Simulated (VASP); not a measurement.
A run of VASP 6.6.1 is set up as follows.

Contents of INCAR:

```
PREC     = Accurate       # precision mode
ENCUT    = 520            # plane-wave cutoff, eV
EDIFF    = 1E-6           # SCF threshold, eV
ISMEAR   = 0              # smearing method
SIGMA    = 0.1            # smearing width, eV
LREAL    = F              # projectors in reciprocal space
LASPH    = T              # aspherical terms in the spheres
NELM     = 60             # most SCF steps
ALGO     = Fast           # electronic algorithm
ISIF     = 2              # what is computed and relaxed
LWAVE    = F              # write WAVECAR
LCHARG   = F              # write CHGCAR
GGA      = PE             # functional
NBANDS   = 39             # bands
```

KPOINTS

```
Automatic mesh
0
Gamma
  3 3 2
```

POSCAR

```
Sr
1.0
    6.7539326126      0.0000000000      0.0000000000
   -3.3769663063      5.8490772179      0.0000000000
    0.0000000000      0.0000000000      8.3820228378
Sr
6
Direct
    0.0000000000      0.0000000000      0.6472378344
    0.0000000000      0.0000000000      0.1472378344
    0.3333333333      0.6666666667      0.3952385568
    0.6666666667      0.3333333333      0.8952385568
    0.3333333333      0.6666666667      0.8938135588
    0.6666666667      0.3333333333      0.3938135588
```

Potentials or basis: VASP PAW PBE potentials, release 64 (Sr_sv).

The run is started by

```console
$ cat potpaw_PBE.64/Sr_sv/POTCAR > POTCAR
$ mpirun -np 1 vasp_std > vasp.out
```

(1) Estimate the largest force.

(2) Estimate the band gap on the k mesh.

(3) Estimate the pressure.

Results:

(1) 0.025 eV/Å.

(2) zero (bands 30 and 31 overlap by 0.24 eV).

(3) 0.0 GPa.

Caveat: the k points lie up to 0.37 Å⁻¹ apart.
